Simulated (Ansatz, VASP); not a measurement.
Tl: VASP beside Ansatz

Contents of INCAR:

```
SYSTEM = Tl
ALGO     = Normal         ! electronic algorithm
EDIFF    = 1E-7           ! SCF threshold, eV
ENCUT    = 520            ! plane-wave cutoff, eV
GGA      = PE             ! functional
ISIF     = 2              ! what is computed and relaxed
ISMEAR   = -1             ! smearing method
LASPH    = .True.         ! aspherical terms in the spheres
LCHARG   = .True.         ! write CHGCAR
LELF     = .True.         ! ELF
LREAL    = .False.        ! projectors in reciprocal space
LVHAR    = .True.       
LWAVE    = .False.        ! write WAVECAR
NBANDS   = 12             ! bands
NELM     = 80             ! most SCF steps
PREC     = Accurate       ! precision mode
SIGMA    = 0.08           ! smearing width, eV
```

The input KPOINTS:

```
k-points
0
Gamma
  13 13 13
  0 0 0
```

POSCAR

```
Tl
1.0
    3.2725387683      0.0000000000      0.0000000000
    0.0000000000      3.2725387683      0.0000000000
    0.0000000000      0.0000000000      3.2725387683
Tl
1
Direct
    0.0000000000      0.0000000000      0.0000000000
```

Input for Ansatz:

```yaml
crystal:
  lattice:
    - [3.2725387683, 0.0, 0.0]
    - [0.0, 3.2725387683, 0.0]
    - [0.0, 0.0, 3.2725387683]
  atoms:
    - { symbol: Tl, position: [0.0, 0.0, 0.0] }
kpoints:
  mp_grid: { grid: [13, 13, 13] }
scf:
  occupations: { method: fermi_dirac, width: 0.08 }
hamiltonian:
  xc: pbe
  pseudopotentials: { kind: all_electron, lapw: { basis_error: 0.00025 } }
output:
  forces: true
  stress: true
  eigenvalues: true
```

Change from the starting cell: volume scaled by 1.02.

Alike in both runs: task single point; functional PBE; k mesh 13 × 13 × 13; occupations fermi-dirac, width 0.08 eV; no spin polarisation.

|  | VASP | Ansatz |
| --- | --- | --- |
| version | VASP 6.6.1 | Ansatz 0.2.0 |
| potentials or method | VASP PAW PBE potentials, release 64 (Tl_d), cutoff 520 eV | all-electron LAPW, scalar-relativistic |

|  | VASP | Ansatz | Ansatz less VASP |
| --- | --- | --- | --- |
| pressure (GPa) | -0.5 | -0.4 | +0.06 |

Ansatz ran all-electron here, and VASP with PAW potentials.

Neither program's run includes spin-orbit coupling.
